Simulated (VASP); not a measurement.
A run of VASP 6.6.1 is set up as follows.

INCAR

```
SYSTEM = MgW
  PREC = Accurate
  ENCUT = 520
  EDIFF = 1E-6
  ISMEAR = 0
  SIGMA = 0.1
  LREAL = .False.
  LASPH = .True.
  NELM = 100
  ALGO = Normal
  ISIF = 2
  LWAVE = .False.
  LCHARG = .True.
  GGA = PE
  LELF = .True.
  LVHAR = .True.
  NBANDS = 15
```

KPOINTS

```
Automatic mesh
0
Gamma
  6 6 4
  0 0 0
```

POSCAR

```
MgW
1.0
    3.1038509200      0.0000000000      0.0000000000
   -1.5519254600      2.6880137500      0.0000000000
    0.0000000000      0.0000000000      4.7305975000
Mg W
1 1
Direct
    0.0000000000      0.0000000000      0.0000000000
    0.3333333300      0.6666666700      0.5000000000
```

Potentials or basis: VASP PAW PBE potentials, release 64 (Mg, W_sv).

Launch:

```bash
$ cat potpaw_PBE.64/Mg/POTCAR potpaw_PBE.64/W_sv/POTCAR > POTCAR
$ mpirun -np 1 vasp_std > vasp.out
```

(1) Predict the pressure.

(2) Predict the band gap on the k mesh.

Results:

(1) -14.4 GPa.

(2) zero (bands 8 and 9 overlap by 1.12 eV).

Caveat: the k points lie up to 0.39 Å⁻¹ apart, too coarse for converged energies and pressures of a metal; spin-orbit coupling is left out, which moves the levels of the heavy elements.
